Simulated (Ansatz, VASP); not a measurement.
**Al in VASP and in Ansatz**

```
CELL_PARAMETERS angstrom
-1.56735 1.56735 1.54348
1.56735 -1.56735 1.54348
1.56735 1.56735 -1.54348
ATOMIC_POSITIONS crystal
Al 0.00000 0.00000 0.00000
```

Change from the starting cell: strain -0.015 along x and y, -0.030 along z, atoms carried along.

Alike in both runs: task single point; functional r2SCAN; k mesh 20 × 20 × 20; occupations gaussian, width 0.15 eV; no spin polarisation.

|  | VASP | Ansatz |
| --- | --- | --- |
| version | VASP 6.6.1 | Ansatz 0.2.0 |
| potentials or method | VASP PAW PBE potentials, release 64 (Al), cutoff 520 eV | scalar-relativistic, plane waves, PAW |
| valence electrons in the cell | 3 | 3 |

Ansatz gave:

- gap on the k mesh at the Fermi level (eV): none
- pressure (GPa): 6.3
- traceless stress, the component that is largest in VASP (GPa): -0.80

**Question.** Which values does VASP return?

**Answer.** gap on the k mesh at the Fermi level (eV): none; pressure (GPa): 5.9; traceless stress, the component that is largest in VASP (GPa): -0.80.

VASP's potentials were made for PBE, not for r2SCAN. A gap of «none» marks a metal or a gap that the smearing closes.
